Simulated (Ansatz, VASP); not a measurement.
**S: VASP beside Ansatz**

INCAR

```
SYSTEM = S
ALGO = Normal ; EDIFF = 1E-7
ENCUT = 520 ; GGA = PE
ISIF = 2 ; ISMEAR = -1
LASPH = .True. ; LCHARG = .False.
LREAL = .False. ; LWAVE = .False.
NBANDS = 9 ; NELM = 80
PREC = Accurate ; SIGMA = 0.08
```

The input KPOINTS:

```
k-points
0
Gamma
  16 16 16
  0 0 0
```

The input POSCAR:

```
S
1.0
    0.0000000000      1.6344651279      1.6344651279
    1.6344651279      0.0000000000      1.6344651279
    1.6344651279      1.6344651279      0.0000000000
S
1
Direct
    0.0000000000      0.0000000000      0.0000000000
```

Input for Ansatz:

```yaml
crystal:
  lattice:
    - [0.0, 1.6344651279, 1.6344651279]
    - [1.6344651279, 0.0, 1.6344651279]
    - [1.6344651279, 1.6344651279, 0.0]
  atoms:
    - { symbol: S, position: [0.0, 0.0, 0.0] }
kpoints:
  mp_grid: { grid: [16, 16, 16] }
scf:
  occupations: { method: fermi_dirac, width: 0.08 }
hamiltonian:
  xc: pbe
  pseudopotentials: { kind: paw }
output:
  forces: true
  stress: true
  eigenvalues: true
  populations: true
```

Change from the starting cell: volume scaled by 0.55, PAW files.

Alike in both runs: task single point; functional PBE; k mesh 16 × 16 × 16; occupations fermi-dirac, width 0.08 eV; no spin polarisation.

```csv
,VASP,Ansatz
version,VASP 6.6.1,Ansatz 0.2.0
potentials or method,"VASP PAW PBE potentials, release 64 (S)","PAW with Ansatz's default frozen-core files, scalar-relativistic"
plane-wave cutoff (eV),520,420
valence electrons in the cell,6,6
```

```tsv
	VASP	Ansatz	Ansatz less VASP
pressure (GPa)	154.4	156.4	+2.01
```

Both programs put the cell under a high pressure, so it lies far from rest at this level.

Noted on VASP's run: the cell as given lies far from equilibrium.
